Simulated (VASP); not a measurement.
# Rb in VASP: notebook, part 2 of 2

VASP 6.6.1. The steps go on from the part before.

## (3) Single point, PBE

This run uses another cell than the first one.

File INCAR:

```
SYSTEM = Rb
ALGO = Normal
DIPOL = 0.5 0.5 0.290
EDIFF = 1E-6
ENCUT = 520
GGA = PE
IDIPOL = 3
ISIF = 2
ISMEAR = 0
LASPH = .TRUE.
LCHARG = .FALSE.
LDIPOL = .TRUE.
LREAL = .FALSE.
LWAVE = .FALSE.
NBANDS = 16
NELM = 80
PREC = Accurate
SIGMA = 0.1
```

File KPOINTS:

```
k-points
0
G
  4 4 1
  0 0 0
```

File POSCAR:

```
Rb
1.0
    4.7054478881      0.0000000000      0.0000000000
    0.0000000000      4.7054478881      0.0000000000
    0.0000000000      0.0000000000     29.2616906400
Rb
2
Direct
    0.0000000000      0.5000000000      0.2221804083
    0.5000000000      0.0000000000      0.3587839730
```

Potentials or basis: VASP PAW PBE potentials, release 64 (Rb_sv).

Started as:

```
cat potpaw_PBE.64/Rb_sv/POTCAR > POTCAR
mpirun -np 1 vasp_std > vasp.out
```

OUTCAR:

```text
SYSTEM = Rb
   EDIFF = 1E-6
   ENCUT = 520
   GGA = PE
   ISIF = 2
   ISMEAR = 0
   LASPH = .TRUE.
   LREAL = .FALSE.
   NELM = 80
   PREC = Accurate

 ion  position               nearest neighbor table
   1  0.000  0.500  0.222-   2 5.20   2 5.20   2 5.20   2 5.20
   2  0.500  0.000  0.359-   1 5.20   1 5.20   1 5.20   1 5.20

  LATTYP: Found a simple tetragonal cell.
 ALAT       =     4.7054478881
 C/A-ratio  =     6.2186833933

  Lattice vectors:

 A1 = (   4.7054478881,   0.0000000000,   0.0000000000)
 A2 = (   0.0000000000,   4.7054478881,   0.0000000000)
 A3 = (   0.0000000000,   0.0000000000,  29.2616906400)

Analysis of symmetry for initial positions (statically):
=====================================================================
 Subroutine PRICEL returns:
 Original cell was already a primitive cell.

 Routine SETGRP: Setting up the symmetry group for a
 simple tetragonal supercell.

 Subroutine GETGRP returns: Found 16 space group operations
 (whereof  4 operations were pure point group operations)
 out of a pool of 16 trial point group operations.

The static configuration has the point symmetry C_2v.
 The point group associated with its full space group is D_4h.

Analysis of symmetry for dynamics (positions and initial velocities):
=====================================================================
 Subroutine PRICEL returns:
 Original cell was already a primitive cell.

 Routine SETGRP: Setting up the symmetry group for a
 simple tetragonal supercell.

 Subroutine GETGRP returns: Found 16 space group operations
 (whereof  4 operations were pure point group operations)
 out of a pool of 16 trial point group operations.

The dynamic configuration has the point symmetry C_2v.
 The point group associated with its full space group is D_4h.

 Subroutine INISYM returns: Found 16 space group operations
 (whereof  4 operations are pure point group operations),
 and found     1 'primitive' translations

----------------------------------------------------------------------------------------

                                     Primitive cell

  volume of cell :     647.8901

  direct lattice vectors                    reciprocal lattice vectors
     4.705447888  0.000000000  0.000000000     0.212519621  0.000000000  0.000000000
     0.000000000  4.705447888  0.000000000     0.000000000  0.212519621  0.000000000
     0.000000000  0.000000000 29.261690640     0.000000000  0.000000000  0.034174375

  length of vectors
     4.705447888  4.705447888 29.261690640     0.212519621  0.212519621  0.034174375

  position of ions in fractional coordinates (direct lattice)
     0.000000000  0.500000000  0.222180408
     0.500000000  0.000000000  0.358783973

  ion indices of the primitive-cell ions
   primitive index   ion index
                 1           1
                 2           2

----------------------------------------------------------------------------------------

 KPOINTS: k-points

Automatic generation of k-mesh.
 Grid dimensions read from file:
 generate k-points for:    4    4    1

 Generating k-lattice:

  Cartesian coordinates                     Fractional coordinates (reciprocal lattice)
     0.053129905  0.000000000  0.000000000     0.250000000  0.000000000  0.000000000
     0.000000000  0.053129905  0.000000000     0.000000000  0.250000000  0.000000000
     0.000000000  0.000000000  0.034174375     0.000000000  0.000000000  1.000000000

  Length of vectors
     0.053129905  0.053129905  0.034174375

  Shift w.r.t. Gamma in fractional coordinates (k-lattice)
     0.000000000  0.000000000  0.000000000

 Subroutine IBZKPT returns following result:
 ===========================================

 Found      6 irreducible k-points:

 Following reciprocal coordinates:
            Coordinates               Weight
  0.000000  0.000000  0.000000      1.000000
  0.250000  0.000000  0.000000      4.000000
  0.500000  0.000000  0.000000      2.000000
  0.250000  0.250000  0.000000      4.000000
  0.500000  0.250000  0.000000      4.000000
  0.500000  0.500000  0.000000      1.000000
   k-points           NKPTS =      6   k-points in BZ     NKDIM =      6   number of bands    NBANDS=     16
   number of dos      NEDOS =    301   number of ions     NIONS =      2
   total plane-waves  NPLWV = 290304
   dimension x,y,z NGX =    36 NGY =   36 NGZ =  224
   dimension x,y,z NGXF=    72 NGYF=   72 NGZF=  448
   ions per type =               2
   NGX,Y,Z   is equivalent  to a cutoff of  12.72, 12.72, 12.73 a.u.
   NGXF,Y,Z  is equivalent  to a cutoff of  25.44, 25.44, 25.45 a.u.
 SYSTEM =  Rb
   PREC   = accura    normal or accurate (medium, high low for compatibility)
   ISTART =      0    job   : 0-new  1-cont  2-samecut
   ICHARG =      2    charge: 1-file 2-atom 10-const
   ISPIN  =      1    spin polarized calculation?
   LNONCOLLINEAR =      F non collinear calculations
   LSORBIT =      F    spin-orbit coupling
   LASPH  =      T    aspherical Exc in radial PAW
   ENCUT  =  520.0 eV  38.22 Ry    6.18 a.u.   8.75  8.75 54.41*2*pi/ulx,y,z
   NELM   =     80;   NELMIN=  2; NELMDL= -5     # of ELM steps
   EDIFF  = 0.1E-05   stopping-criterion for ELM
   LREAL  =      F    real-space projection
   EDIFFG = 0.1E-04   stopping-criterion for IOM
   NSW    =      0    number of steps for IOM
   IBRION =     -1    ionic relax: 0-MD 1-quasi-New 2-CG
   NFREE  =      0    steps in history (QN), initial steepest desc. (CG)
   ISIF   =      2    stress and relaxation
   ISYM   =      2    0-nonsym 1-usesym 2-fastsym
   POTIM  = 0.5000    time-step for ionic-motion
   TEBEG  =    0.0;   TEEND  =   0.0 temperature during run
   PSTRESS=    0.0 pullay stress
   NELECT =      18.0000    total number of electrons
   NUPDOWN=      -1.0000    fix difference up-down
   EMIN   =  10.00;   EMAX   =-10.00  energy-range for DOS
   EFERMI =   0.00;   METHOD = LEGACY
   ISMEAR =     0;   SIGMA  =   0.10  broadening in eV -4-tet -1-fermi 0-gaus
   EFERMI_NEDOS =   21; number of points for ismear=-14 and -15
   IALGO  =     38    algorithm
   IMIX   =      4    mixing-type and parameters
     AMIX     =   0.40;   BMIX     =  1.00
     AMIX_MAG =   1.60;   BMIX_MAG =  1.00
  volume/ion in A,a.u.               =     323.95      2186.09
  Fermi-wavevector in a.u.,A,eV,Ry     =   0.495829  0.936981  3.344943  0.245846
  Thomas-Fermi vector in A             =   1.501481
   LORBIT       =      0    0 simple, 1 ext, 2 COOP (PROOUT), +10 PAW based schemes
   GGA     = PE    functional components
   LHFCALC =     F    Hartree Fock is set to
   AEXX    =    0.0000 exact exchange contribution
   IVDW    =     0    specifies the selected vdW correction
   LEPSILON=     F    determine dielectric tensor
   LRPA    =     F    only Hartree local field effects (RPA)
 non-spin polarized calculation
 Gauss-broadening in eV      SIGMA  =   0.10
  energy-cutoff  :      520.00
  volume of cell :      647.89
 maximum number of plane-waves:     17509
 NGX is ok and might be reduce to    36
   NGX = 17   NGY = 17   NGZ =109

 dipolmoment           0.000000      0.000000     -0.000079 electrons x Angstroem

 number of electron      18.0000000 magnetization

 dipolmoment           0.000000      0.000000      0.000003 electrons x Angstroem

 Free energy of the ion-electron system (eV)
  ---------------------------------------------------
  ext. energy  EPLUGINS =         0.00000000
  ---------------------------------------------------
  free energy    TOTEN  =        -1.59779428 eV

  energy without entropy =       -1.58087794  energy(sigma->0) =       -1.58933611

 E-fermi :  -1.5049     XC(G=0):  -1.9829

 val. band max:       -1.8565686349   @ k =   0.2500   0.0000   0.0000
 cond. band min:      -1.4982522051   @ k =   0.5000   0.0000   0.0000
 fundamental gap:      0.3583164297
 Fermi energy:        -1.5048581422

 k-point     1 :       0.0000    0.0000    0.0000
  band No.  band energies     occupation
      1     -30.7072      2.00000
      2     -30.7056      2.00000
      3     -14.8240      2.00000
      4     -14.7849      2.00000
      5     -14.7446      2.00000
      6     -14.7446      2.00000
[... 91 lines left out ...]
      3     -14.8345      2.00000
      4     -14.8345      2.00000
      5     -14.8186      2.00000
      6     -14.8186      2.00000
[... 8 lines left out ...]
     15       1.0088      0.00000
     16       1.0088      0.00000

------------------------ aborting loop because EDIFF is reached ----------------------------------------

 vacuum level on the upper side and lower side of the slab       (xc-potential included)        -0.005        -0.005

  FORCE on cell =-STRESS in cart. coord.  units (eV):
  Direction    XX          YY          ZZ          XY          YZ          ZX
  --------------------------------------------------------------------------------------
  -------------------------------------------------------------------------------------
  Total       -0.0026934     -0.0026934     -0.0191813     -0.0000000      0.0000000      0.0000000
  in kB       -0.0066605     -0.0066605     -0.0474337     -0.0000000      0.0000000      0.0000000
  external PRESSURE =      -0.0202516 kB  Pullay stress =       0.0000000 kB

 VOLUME and BASIS-vectors are now :
 -----------------------------------------------------------------------------
  energy-cutoff  :      520.00
  volume of cell :      647.89
      direct lattice vectors                 reciprocal lattice vectors
     4.705447888  0.000000000  0.000000000     0.212519621  0.000000000  0.000000000
     0.000000000  4.705447888  0.000000000     0.000000000  0.212519621  0.000000000
     0.000000000  0.000000000 29.261690640     0.000000000  0.000000000  0.034174375

 POSITION                                       TOTAL-FORCE (eV/Angst)
 -----------------------------------------------------------------------------------
      0.00000      2.35272      6.50137        -0.000000     -0.000000      0.004153
      2.35272      0.00000     10.49863         0.000000      0.000000     -0.004153
 -----------------------------------------------------------------------------------
    total drift:                                0.000000      0.000000      0.000016

  FREE ENERGIE OF THE ION-ELECTRON SYSTEM (eV)
  ---------------------------------------------------
  free  energy   TOTEN  =        -1.5977942768 eV

  energy  without entropy=       -1.5808779429  energy(sigma->0) =       -1.58933611

 vacuum level on the upper side and lower side of the slab         0.692         0.711
```

stdout:

```text
POSCAR found type information on POSCAR Rb
 POSCAR found :  1 types and       2 ions
 scaLAPACK will be used
 LDA part: xc-table for (Slater+PW92), standard interpolation
 POSCAR, INCAR and KPOINTS ok, starting setup
 FFT: planning ... GRIDC
 FFT: planning ... GRID_SOFT
 FFT: planning ... GRID
 WAVECAR not read
 entering main loop
```

It took 3 min on 1 thread of Oxide Virtual Turin-like, shared host; peak memory 0.54 GiB.

What came out:

| Quantity | Value |
| --- | --- |
| Free energy | -1.5978 eV |
| Largest force | 0.004 eV/Å |
| Band gap on the k mesh | zero (bands 9 and 10 overlap by 1.74 eV) |

Forces on the atoms (eV/Å):
```
Rb   0.000  0.000  0.004
Rb   0.000  0.000 -0.004
```

## (4) Single point, PBE

This run uses another cell than the first one.

File INCAR:

```
ALGO = Normal ; DIPOL = 0.5 0.5 0.290
EDIFF = 1E-6 ; ENCUT = 520
GGA = PE ; IDIPOL = 3
ISIF = 2 ; ISMEAR = 0
LASPH = T ; LCHARG = F
LDIPOL = T ; LREAL = F
LWAVE = F ; NBANDS = 16
NELM = 80 ; PREC = Accurate
SIGMA = 0.1
```

File KPOINTS:

```
k-points
0
Gamma
  12 12 1
```

POSCAR is that of step 3.

Started as:

```
cat potpaw_PBE.64/Rb_sv/POTCAR > POTCAR
mpirun -np 1 vasp_std > vasp.out
```

Run time: 10 min. Hardware: 1 thread of Oxide Virtual Turin-like, shared host; peak memory 0.67 GiB.

Results (log left out):

```
Free energy            : -1.6223 eV
Largest force          : 0.022 eV/Å
Band gap on the k mesh : zero (bands 9 and 10 overlap by 1.75 eV)
```

Forces in eV/Å, atoms in the order of the input:
```
Rb   0.000  0.000  0.022
Rb   0.000  0.000 -0.022
```

Levels at points of the mesh, in eV from the Fermi level:
```tsv
k point	band 5	band 6	band 7	band 8	band 9	band 10	band 11	band 12	band 13	band 14
(0.00, 0.00, 0.00)	-13.13	-13.13	-13.12	-13.12	-1.70	-0.76	0.66	1.32	2.10	2.26
(0.50, 0.00, 0.00)	-13.18	-13.18	-13.12	-13.12	0.13	0.13	1.05	1.05	1.80	1.80
(0.50, 0.50, 0.00)	-13.21	-13.21	-13.17	-13.17	1.00	1.00	1.75	1.75	2.59	2.59
```

## (5) Single point, PBE

This run uses another cell than the first one.

File INCAR:

```
SYSTEM = Rb
  PREC = Accurate
  ENCUT = 520
  EDIFF = 1E-7
  ISMEAR = 0
  SIGMA = 0.1
  LREAL = .FALSE.
  LASPH = .TRUE.
  NELM = 100
  ALGO = Normal
  ISIF = 2
  LWAVE = .FALSE.
  LCHARG = .FALSE.
  LDIPOL = .TRUE.
  IDIPOL = 3
  DIPOL = 0.5 0.5 0.267
  GGA = PE
  NBANDS = 16
```

File KPOINTS:

```
Automatic mesh
0
G
  12 12 1
  0 0 0
```

File POSCAR:

```
Rb
1.0
    4.7272386613      0.0000000000      0.0000000000
    0.0000000000      4.7272386613      0.0000000000
    0.0000000000      0.0000000000     31.7945025011
Rb
2
Direct
    0.0000000000      0.5000000000      0.2067648550
    0.5000000000      0.0000000000      0.3279187746
```

Started as:

```
cat potpaw_PBE.64/Rb_sv/POTCAR > POTCAR
mpirun -np 1 vasp_std > vasp.out
```

Run time: 12 min. Hardware: 1 thread of Oxide Virtual Turin-like, shared host; peak memory 0.71 GiB.

Results (log left out):

```
Free energy            : -1.6239 eV
Band gap on the k mesh : zero (bands 9 and 10 overlap by 1.69 eV)
```

Forces in eV/Å, atoms in the order of the input:
```
Rb   0.000  0.000 -0.003
Rb   0.000  0.000  0.003
```

Levels at points of the mesh, in eV from the Fermi level:
| k point | band 7 | band 8 | band 9 | band 10 | band 11 | band 12 |
| --- | --- | --- | --- | --- | --- | --- |
| (0.00, 0.00, 0.00) | -13.11 | -13.11 | -1.71 | -0.71 | 0.71 | 1.34 |
| (0.50, 0.00, 0.00) | -13.11 | -13.11 | 0.10 | 0.10 | 1.06 | 1.06 |
| (0.50, 0.50, 0.00) | -13.16 | -13.16 | 0.98 | 0.98 | 1.70 | 1.70 |

## (6) Overview

```csv
cell,k mesh,gap on the mesh (eV),largest force (eV/Å)
"a = 5.909, b = 5.909, c = 17.000 Å, 2 atoms, atomic positions A",4 × 4 × 1,none,0.04
"a = 4.705, b = 4.705, c = 29.262 Å, 2 atoms, atomic positions B",4 × 4 × 1,none,-
"a = 4.705, b = 4.705, c = 29.262 Å, 2 atoms, atomic positions B",12 × 12 × 1,none,0.02
"a = 4.727, b = 4.727, c = 31.795 Å, 2 atoms, atomic positions C",12 × 12 × 1,none,-
```

Alike in all rows: task single point; level PBE; potentials or basis VASP PAW PBE potentials, release 64 (Rb_sv); no spin polarisation; cutoff (eV) 520; smearing gaussian 0.1 eV.

Absolute energies hang on the potentials; compare differences alone.

The gap in the log of VASP goes by the Fermi energy; the results here count the filled bands.